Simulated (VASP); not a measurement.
# ZnSe (F-43m) in VASP: phonons with r2SCAN

Aim: the phonons of ZnSe with r2SCAN.

All numbers are computed with VASP 6.6.1; they aren't measurements. Logs are shortened: lines on timing, memory, paths and dates and some standing lists are left out, and cuts for length are marked.

### 1 The cell of the first run

Symmetry: F-43m, No. 216, cubic system. The conventional cell has a = 5.666 Å, b = 5.666 Å, c = 5.666 Å, α = 90.00°, β = 90.00°, γ = 90.00°. Within 3.2 Å of Zn (site symmetry -43m) lie 4 Se at 2.45 Å. Within 3.2 Å of Se (site symmetry -43m) lie 4 Zn at 2.45 Å.

### 2 Phonons, r2SCAN

File INCAR:

```
ALGO = Normal
EDIFF = 1E-8
ENCUT = 520
IBRION = 6
ISIF = 2
ISMEAR = 0
LASPH = True
LCHARG = True
LMIXTAU = True
LREAL = False
LWAVE = False
METAGGA = R2SCAN
NELM = 60
NFREE = 2
NSW = 1
POTIM = 0.015
PREC = Accurate
SIGMA = 0.01
```

File KPOINTS:

```
k-points
0
Gamma
  8 8 8
```

File POSCAR:

```
ZnSe
1.0
    0.0000000000      2.8329297011      2.8329297011
    2.8329297011      0.0000000000      2.8329297011
    2.8329297011      2.8329297011      0.0000000000
Zn Se
1 1
Direct
    0.0000000000      0.0000000000      0.0000000000
    0.7500000000      0.7500000000      0.7500000000
```

Potentials or basis: VASP PAW PBE potentials, release 64 (Zn, Se).

Command:

```console
> cat potpaw_PBE.64/Zn/POTCAR potpaw_PBE.64/Se/POTCAR > POTCAR
> mpirun -np 1 vasp_std > vasp.out
```

OUTCAR:

```text
EDIFF = 1E-8
   ENCUT = 520
   IBRION = 6
   ISIF = 2
   ISMEAR = 0
   LASPH = True
   LREAL = False
   METAGGA = R2SCAN
   NELM = 60
   NFREE = 2
   NSW = 1
   POTIM = 0.015
   PREC = Accurate

 ion  position               nearest neighbor table
   1  0.000  0.000  0.000-   2 2.45   2 2.45   2 2.45   2 2.45
   2  0.750  0.750  0.750-   1 2.45   1 2.45   1 2.45   1 2.45

  LATTYP: Found a face centered cubic cell.
 ALAT       =     5.6658594022

  Lattice vectors:

 A1 = (   0.0000000000,   2.8329297011,   2.8329297011)
 A2 = (   2.8329297011,   0.0000000000,   2.8329297011)
 A3 = (   2.8329297011,   2.8329297011,   0.0000000000)

Analysis of symmetry for initial positions (statically):
=====================================================================
 Subroutine PRICEL returns:
 Original cell was already a primitive cell.

 Routine SETGRP: Setting up the symmetry group for a
 face centered cubic supercell.

 Subroutine GETGRP returns: Found 24 space group operations
 (whereof 24 operations were pure point group operations)
 out of a pool of 48 trial point group operations.

The static configuration has the point symmetry T_d .

Analysis of symmetry for dynamics (positions and initial velocities):
=====================================================================
 Subroutine PRICEL returns:
 Original cell was already a primitive cell.

 Routine SETGRP: Setting up the symmetry group for a
 face centered cubic supercell.

 Subroutine GETGRP returns: Found 24 space group operations
 (whereof 24 operations were pure point group operations)
 out of a pool of 48 trial point group operations.

The dynamic configuration has the point symmetry T_d .

 Subroutine INISYM returns: Found 24 space group operations
 (whereof 24 operations are pure point group operations),
 and found     1 'primitive' translations

----------------------------------------------------------------------------------------

                                     Primitive cell

  volume of cell :      45.4713

[... 281 lines left out ...]

 number of electron      18.0000010 magnetization

 Free energy of the ion-electron system (eV)
  ---------------------------------------------------
  ext. energy  EPLUGINS =         0.00000000
  ---------------------------------------------------
  free energy    TOTEN  =       -24.90860664 eV

  energy without entropy =      -24.90860664  energy(sigma->0) =      -24.90860664

 E-fermi :   1.4409     XC(G=0):  -9.9244

 val. band max:        1.3228114281   @ k =   0.0000   0.0000   0.0000
 cond. band min:       3.1772477054   @ k =   0.0000   0.0000   0.0000
 fundamental gap:      1.8544362772
 Fermi energy:         1.4409377667

 k-point     1 :       0.0000    0.0000    0.0000
  band No.  band energies     occupation
      1     -12.4137      2.00000
      2      -5.3999      2.00000
      3      -5.3913      2.00000
      4      -5.3828      2.00000
      5      -4.9833      2.00000
      6      -4.9832      2.00000
      7       1.2886      2.00000
      8       1.3064      2.00000
      9       1.3228      2.00000
     10       3.1772      0.00000
     11       7.6105      0.00000
     12       7.6213      0.00000
     13       7.6337      0.00000
[... 354 lines left out ...]
  band No.  band energies     occupation
      1     -11.4627      2.00000
      2      -5.2795      2.00000
      3      -5.2460      2.00000
      4      -5.0178      2.00000
      5      -4.9763      2.00000
      6      -4.7745      2.00000
      7      -3.6273      2.00000
      8      -1.1190      2.00000
      9      -0.1941      2.00000
     10       6.0299      0.00000
     11       7.2510      0.00000
     12       9.2756      0.00000
     13      10.5426      0.00000

 [... further k-points ...]

------------------------ aborting loop because EDIFF is reached ----------------------------------------

  FORCE on cell =-STRESS in cart. coord.  units (eV):
  Direction    XX          YY          ZZ          XY          YZ          ZX
  --------------------------------------------------------------------------------------
  -------------------------------------------------------------------------------------
  Total        0.0238293      0.0255083      0.0255083      0.0000000     -0.0805741      0.0000000
  in kB        0.8396222      0.8987824      0.8987824      0.0000000     -2.8390229      0.0000000
  external PRESSURE =       0.8790623 kB  Pullay stress =       0.0000000 kB
[... 17 lines left out ...]
  FREE ENERGIE OF THE ION-ELECTRON SYSTEM (eV)
  ---------------------------------------------------
  free  energy   TOTEN  =       -24.9086066396 eV

  energy  without entropy=      -24.9086066396  energy(sigma->0) =      -24.90860664

 INTERNAL STRAIN TENSORS FROM DISPLACED ATOMS
 ============================================

 INTERNAL STRAIN TENSOR FOR ION    1 for displacements in x,y,z  (eV/Angst):
          X           Y           Z          XY          YZ          ZX
  --------------------------------------------------------------------------------
  x    -0.00000     0.00000     0.00000     0.00000    -6.02724     0.00000
  y     0.00000     0.00000     0.00000     0.00000     0.00000    -6.02724
  z     0.00000     0.00000    -0.00000    -6.02724     0.00000     0.00000

 INTERNAL STRAIN TENSOR FOR ION    2 for displacements in x,y,z  (eV/Angst):
          X           Y           Z          XY          YZ          ZX
  --------------------------------------------------------------------------------
  x     0.00000    -0.00000    -0.00000     0.00000     5.32674     0.00000
  y    -0.00000     0.00000    -0.00000     0.00000     0.00000     5.32674
  z    -0.00000    -0.00000     0.00000     5.32674     0.00000     0.00000

 Eigenvectors and eigenvalues of the dynamical matrix
 ----------------------------------------------------

   1 f  =    6.143299 THz    38.599485 2PiTHz  204.918392 cm-1    25.406631 meV
             X         Y         Z           dx          dy          dz
      0.000000  0.000000  0.000000     0.000000    0.740291    0.000000
      4.249395  4.249395  4.249395     0.000000   -0.672287    0.000000
[... 21 lines left out ...]
   6 f/i=    0.006334 THz     0.039801 2PiTHz    0.211295 cm-1     0.026197 meV
             X         Y         Z           dx          dy          dz
      0.000000  0.000000  0.000000     0.000000    0.000000   -0.672287
      4.249395  4.249395  4.249395     0.000000    0.000000   -0.740291

 ELASTIC MODULI CONTR FROM IONIC RELAXATION (kBar)
 Direction    XX          YY          ZZ          XY          YZ          ZX
 --------------------------------------------------------------------------------
 XX          -0.0000      0.0000      0.0000      0.0000     -0.0000      0.0000
 YY           0.0000     -0.0000     -0.0000      0.0000      0.0000     -0.0000
 ZZ           0.0000     -0.0000     -0.0000     -0.0000      0.0000      0.0000
 XY           0.0000      0.0000     -0.0000   -205.6581      0.0000      0.0000
 YZ          -0.0000      0.0000      0.0000      0.0000   -205.6581      0.0000
 ZX           0.0000     -0.0000      0.0000      0.0000      0.0000   -205.6581
 --------------------------------------------------------------------------------
```

stdout:

```text
POSCAR found type information on POSCAR ZnSe
 POSCAR found :  2 types and       2 ions
 scaLAPACK will be used
 -----------------------------------------------------------------------------
|                                                                             |
|                                                                             |
|     You enforced a specific xc type in the INCAR file but a different       |
|     I HOPE YOU KNOW WHAT YOU ARE DOING!                                     |
|                                                                             |
 -----------------------------------------------------------------------------

 LDA part: xc-table for (None), standard interpolation
 POSCAR, INCAR and KPOINTS ok, starting setup
 FFT: planning ... GRIDC
 FFT: planning ... GRID_SOFT
 FFT: planning ... GRID
 WAVECAR not read
 entering main loop
 Found     2 degrees of freedom:
 Finite differences POTIM= 0.01500 DOF=   2
 bond charge predicted
 Finite differences progress:
 bond charge predicted
 Finite differences progress:
 bond charge predicted
 Finite differences progress:
 bond charge predicted
 Finite differences progress:
```

It took 19 min on 1 thread of Intel Xeon 8259CL, shared host; peak memory 0.26 GiB.

Results:

```yaml
Highest_phonon_frequency_at_Γ_LO-TO_splitting_left_out: 205 cm⁻¹
```

Phonon frequencies in cm⁻¹ (negative: imaginary):
| q point | frequencies |
| --- | --- |
| (0.000, 0.000, 0.000) | 0 0 0 205 205 205 |

Caveat: the PAW data sets were made with another functional, which shifts forces and pressure a little.
